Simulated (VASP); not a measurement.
# SrCu2Sb2 (P4/nmm) in VASP: a series of runs, part 2 of 2

VASP 6.6.1.

## (4) Single point, LDA

This run uses another cell than the first one, of 21.54 Å³/atom, 1.091 times its volume.

INCAR reads:

```
ALGO = Normal
EDIFF = 1E-6
ENCUT = 520
GGA = CA
ISIF = 2
ISMEAR = 1
LASPH = T
LCHARG = T
LELF = T
LREAL = F
LVHAR = T
LWAVE = F
NBANDS = 53
NELM = 80
PREC = Accurate
SIGMA = 0.1
```

KPOINTS reads:

```
k-points
0
Gamma
  6 6 3
```

POSCAR reads:

```
SrCu2Sb2
1.0
    4.5045462186      0.0000000000      0.0000000000
    0.0000000000      4.5045462186      0.0000000000
    0.0000000000      0.0000000000     10.6139750122
Sr Cu Sb
2 4 4
Direct
    0.5000000000      0.0000000000      0.2366100000
    0.0000000000      0.5000000000      0.7633900000
    0.5000000000      0.0000000000      0.6329100000
    0.0000000000      0.0000000000      0.0000000000
    0.0000000000      0.5000000000      0.3670900000
    0.5000000000      0.5000000000      0.0000000000
    0.0000000000      0.5000000000      0.1285300000
    0.5000000000      0.5000000000      0.5000000000
    0.0000000000      0.0000000000      0.5000000000
    0.5000000000      0.0000000000      0.8714700000
```

Potentials or basis: VASP PAW LDA potentials, release 64 (Sr_sv, Cu, Sb).

The run is started by

```
$ cat potpaw_LDA.64/Sr_sv/POTCAR potpaw_LDA.64/Cu/POTCAR potpaw_LDA.64/Sb/POTCAR > POTCAR
$ mpirun -np 1 vasp_std > vasp.out
```

OUTCAR:

```text
EDIFF = 1E-6
   ENCUT = 520
   GGA = CA
   ISIF = 2
   ISMEAR = 1
   LASPH = T
   LREAL = F
   NELM = 80
   PREC = Accurate

 ion  position               nearest neighbor table
   1  0.500  0.000  0.237-   4 3.37   6 3.37   6 3.37   4 3.37   7 3.39   7 3.39   7 3.39   7 3.39
                             5 3.47   5 3.47   5 3.47   5 3.47   8 3.59   9 3.59   9 3.59   8 3.59
   2  0.000  0.500  0.763-   4 3.37   6 3.37   4 3.37   6 3.37  10 3.39  10 3.39  10 3.39  10 3.39
                             3 3.47   3 3.47   3 3.47   3 3.47   8 3.59   9 3.59   8 3.59   9 3.59
   3  0.500  0.000  0.633-  10 2.53   9 2.66   8 2.66   8 2.66   9 2.66   2 3.47   2 3.47   2 3.47
                             2 3.47
   4  0.000  0.000  0.000-   7 2.63  10 2.63   7 2.63  10 2.63   2 3.37   1 3.37   1 3.37   2 3.37

   5  0.000  0.500  0.367-   7 2.53   8 2.66   9 2.66   9 2.66   8 2.66   1 3.47   1 3.47   1 3.47
                             1 3.47
   6  0.500  0.500  0.000-   7 2.63  10 2.63  10 2.63   7 2.63   1 3.37   1 3.37   2 3.37   2 3.37

   7  0.000  0.500  0.129-   5 2.53   4 2.63   6 2.63   4 2.63   6 2.63   1 3.39   1 3.39   1 3.39
                             1 3.39   2 3.88
   8  0.500  0.500  0.500-   3 2.66   5 2.66   3 2.66   5 2.66   9 3.19   9 3.19   9 3.19   9 3.19
                             2 3.59   1 3.59   2 3.59   1 3.59
   9  0.000  0.000  0.500-   3 2.66   5 2.66   5 2.66   3 2.66   8 3.19   8 3.19   8 3.19   8 3.19
                             1 3.59   2 3.59   2 3.59   1 3.59
  10  0.500  0.000  0.871-   3 2.53   4 2.63   6 2.63   6 2.63   4 2.63   2 3.39   2 3.39   2 3.39
                             2 3.39   1 3.88

  LATTYP: Found a simple tetragonal cell.
 ALAT       =     4.5045462186
 C/A-ratio  =     2.3562806323

  Lattice vectors:

 A1 = (   4.5045462186,   0.0000000000,   0.0000000000)
 A2 = (   0.0000000000,   4.5045462186,   0.0000000000)
 A3 = (   0.0000000000,   0.0000000000,  10.6139750122)

Analysis of symmetry for initial positions (statically):
=====================================================================
 Subroutine PRICEL returns:
 Original cell was already a primitive cell.

 Routine SETGRP: Setting up the symmetry group for a
 simple tetragonal supercell.

 Subroutine GETGRP returns: Found 16 space group operations
 (whereof  8 operations were pure point group operations)
 out of a pool of 16 trial point group operations.

The static configuration has the point symmetry D_2d.
 The point group associated with its full space group is D_4h.

Analysis of symmetry for dynamics (positions and initial velocities):
=====================================================================
 Subroutine PRICEL returns:
 Original cell was already a primitive cell.

 Routine SETGRP: Setting up the symmetry group for a
 simple tetragonal supercell.

 Subroutine GETGRP returns: Found 16 space group operations
 (whereof  8 operations were pure point group operations)
 out of a pool of 16 trial point group operations.

The dynamic configuration has the point symmetry D_2d.
 The point group associated with its full space group is D_4h.

 Subroutine INISYM returns: Found 16 space group operations
[... 75 lines left out ...]
  0.333333  0.166667  0.000000      8.000000
[... 12 lines left out ...]
  0.500000  0.333333  0.333333      8.000000
  0.500000  0.500000  0.333333      2.000000
   k-points           NKPTS =     20   k-points in BZ     NKDIM =     20   number of bands    NBANDS=     53
   number of dos      NEDOS =    301   number of ions     NIONS =     10
   total plane-waves  NPLWV = 103680
   dimension x,y,z NGX =    36 NGY =   36 NGZ =   80
   dimension x,y,z NGXF=    72 NGYF=   72 NGZF=  160
   ions per type =               2   4   4
   NGX,Y,Z   is equivalent  to a cutoff of  13.29, 13.29, 12.53 a.u.
   NGXF,Y,Z  is equivalent  to a cutoff of  26.57, 26.57, 25.06 a.u.
 SYSTEM =  unknown system
   PREC   = accura    normal or accurate (medium, high low for compatibility)
   ISTART =      0    job   : 0-new  1-cont  2-samecut
   ICHARG =      2    charge: 1-file 2-atom 10-const
   ISPIN  =      1    spin polarized calculation?
   LNONCOLLINEAR =      F non collinear calculations
   LSORBIT =      F    spin-orbit coupling
   LASPH  =      T    aspherical Exc in radial PAW
   ENCUT  =  520.0 eV  38.22 Ry    6.18 a.u.   8.38  8.38 19.73*2*pi/ulx,y,z
   NELM   =     80;   NELMIN=  2; NELMDL= -5     # of ELM steps
   EDIFF  = 0.1E-05   stopping-criterion for ELM
   LREAL  =      F    real-space projection
   EDIFFG = 0.1E-04   stopping-criterion for IOM
   NSW    =      0    number of steps for IOM
   IBRION =     -1    ionic relax: 0-MD 1-quasi-New 2-CG
   NFREE  =      0    steps in history (QN), initial steepest desc. (CG)
   ISIF   =      2    stress and relaxation
   ISYM   =      2    0-nonsym 1-usesym 2-fastsym
   POTIM  = 0.5000    time-step for ionic-motion
   TEBEG  =    0.0;   TEEND  =   0.0 temperature during run
   PSTRESS=    0.0 pullay stress
   NELECT =      84.0000    total number of electrons
   NUPDOWN=      -1.0000    fix difference up-down
   EMIN   =  10.00;   EMAX   =-10.00  energy-range for DOS
   EFERMI =   0.00;   METHOD = LEGACY
   ISMEAR =     1;   SIGMA  =   0.10  broadening in eV -4-tet -1-fermi 0-gaus
   EFERMI_NEDOS =   21; number of points for ismear=-14 and -15
   IALGO  =     38    algorithm
   IMIX   =      4    mixing-type and parameters
     AMIX     =   0.40;   BMIX     =  1.00
     AMIX_MAG =   1.60;   BMIX_MAG =  1.00
  volume/ion in A,a.u.               =      21.54       145.34
  Fermi-wavevector in a.u.,A,eV,Ry     =   1.196119  2.260338 19.465878  1.430702
  Thomas-Fermi vector in A             =   2.332068
   LORBIT       =      0    0 simple, 1 ext, 2 COOP (PROOUT), +10 PAW based schemes
   GGA     = CA    functional components
   LHFCALC =     F    Hartree Fock is set to
   AEXX    =    0.0000 exact exchange contribution
   IVDW    =     0    specifies the selected vdW correction
   LEPSILON=     F    determine dielectric tensor
   LRPA    =     F    only Hartree local field effects (RPA)
 non-spin polarized calculation
 Methfessel and Paxton  Order N= 1 SIGMA  =   0.10
  energy-cutoff  :      520.00
  volume of cell :      215.37
 maximum number of plane-waves:      5828
 NGX is ok and might be reduce to    36
   NGX = 17   NGY = 17   NGZ = 39

 number of electron      84.0000043 magnetization

 Free energy of the ion-electron system (eV)
  ---------------------------------------------------
  ext. energy  EPLUGINS =         0.00000000
  ---------------------------------------------------
  free energy    TOTEN  =       -46.54393549 eV

  energy without entropy =      -46.53726261  energy(sigma->0) =      -46.54171119

 E-fermi :   6.8966     XC(G=0): -10.7039

 val. band max:        6.8733772904   @ k =   0.1667   0.1667   0.3333
 cond. band min:       6.9053830463   @ k =   0.3333   0.1667   0.3333
 fundamental gap:      0.0320057559
 Fermi energy:         6.8966236040

 k-point     1 :       0.0000    0.0000    0.0000
  band No.  band energies     occupation
      1     -28.4671      2.00000
      2     -28.4668      2.00000
      3     -10.7070      2.00000
      4     -10.6710      2.00000
      5     -10.5893      2.00000
      6     -10.5893      2.00000
[... 1109 lines left out ...]
     52      11.4684      0.00000
     53      11.5678      0.00000

------------------------ aborting loop because EDIFF is reached ----------------------------------------

  FORCE on cell =-STRESS in cart. coord.  units (eV):
  Direction    XX          YY          ZZ          XY          YZ          ZX
  --------------------------------------------------------------------------------------
  -------------------------------------------------------------------------------------
  Total       -1.6703375     -1.6703375     -2.0129795      0.0000000      0.0000000      0.0000000
  in kB      -12.4260943    -12.4260943    -14.9751015      0.0000000      0.0000000      0.0000000
  external PRESSURE =     -13.2757634 kB  Pullay stress =       0.0000000 kB

 VOLUME and BASIS-vectors are now :
 -----------------------------------------------------------------------------
  energy-cutoff  :      520.00
  volume of cell :      215.37
      direct lattice vectors                 reciprocal lattice vectors
     4.504546219  0.000000000  0.000000000     0.221997944  0.000000000  0.000000000
     0.000000000  4.504546219  0.000000000     0.000000000  0.221997944  0.000000000
     0.000000000  0.000000000 10.613975012     0.000000000  0.000000000  0.094215409

 POSITION                                       TOTAL-FORCE (eV/Angst)
 -----------------------------------------------------------------------------------
      2.25227      0.00000      2.51137         0.000000      0.000000     -0.023936
      0.00000      2.25227      8.10260        -0.000000     -0.000000      0.023936
      2.25227      0.00000      6.71769         0.000000     -0.000000     -0.003371
      0.00000      0.00000      0.00000         0.000000     -0.000000      0.000000
      0.00000      2.25227      3.89628         0.000000      0.000000      0.003371
      2.25227      2.25227      0.00000         0.000000     -0.000000      0.000000
      0.00000      2.25227      1.36421         0.000000      0.000000     -0.038975
      2.25227      2.25227      5.30699         0.000000     -0.000000      0.000000
      0.00000      0.00000      5.30699         0.000000      0.000000      0.000000
      2.25227      0.00000      9.24976        -0.000000     -0.000000      0.038975
 -----------------------------------------------------------------------------------
    total drift:                                0.000000      0.000000      0.000000

  FREE ENERGIE OF THE ION-ELECTRON SYSTEM (eV)
  ---------------------------------------------------
  free  energy   TOTEN  =       -46.5439354853 eV

  energy  without entropy=      -46.5372626055  energy(sigma->0) =      -46.54171119
```

Run time: 4.7 min. Hardware: 1 thread of Intel Xeon Platinum 8259CL at 2.50GHz (Skylake/Cascade Lake), shared host; peak memory 0.37 GiB.

What came out:

* Free energy: -46.5439 eV
* Pressure: -1.3 GPa
* Largest force: 0.039 eV/Å
* Band gap on the k mesh: zero (band 42 reaches 7.47 eV, above the bottom of band 43 at 6.48 eV)

Forces on the atoms (eV/Å):
```
Sr   0.000  0.000 -0.024
Sr   0.000  0.000  0.024
Cu   0.000  0.000 -0.003
Cu   0.000  0.000  0.000
Cu   0.000  0.000  0.003
Cu   0.000  0.000  0.000
Sb   0.000  0.000 -0.039
Sb   0.000  0.000  0.000
Sb   0.000  0.000  0.000
Sb   0.000  0.000  0.039
```

Stress tensor (GPa, compression positive):
```
-1.24  0.00  0.00
 0.00 -1.24  0.00
 0.00  0.00 -1.50
```

Caveat: spin-orbit coupling is left out, which moves the levels of the heavy elements.

## (5) The runs side by side

```csv
cell,gap on the mesh (eV),pressure (GPa),largest force (eV/Å)
"a = 4.376, b = 4.376, c = 10.311 Å, 10 atoms",none,6.2,0.09
"a = 4.441, b = 4.441, c = 10.464 Å, 10 atoms",none,2.1,0.04
"a = 4.505, b = 4.505, c = 10.614 Å, 10 atoms",none,-1.3,0.04
```

Alike in all rows: task single point; level LDA; potentials or basis VASP PAW LDA potentials, release 64 (Sr_sv, Cu, Sb); no spin polarisation; k mesh 6 × 6 × 3; cutoff (eV) 520; smearing methfessel-paxton 0.1 eV.

Caveats: spin-orbit coupling is left out, which moves the levels of the heavy elements.

Absolute energies hang on the potentials; compare differences alone.
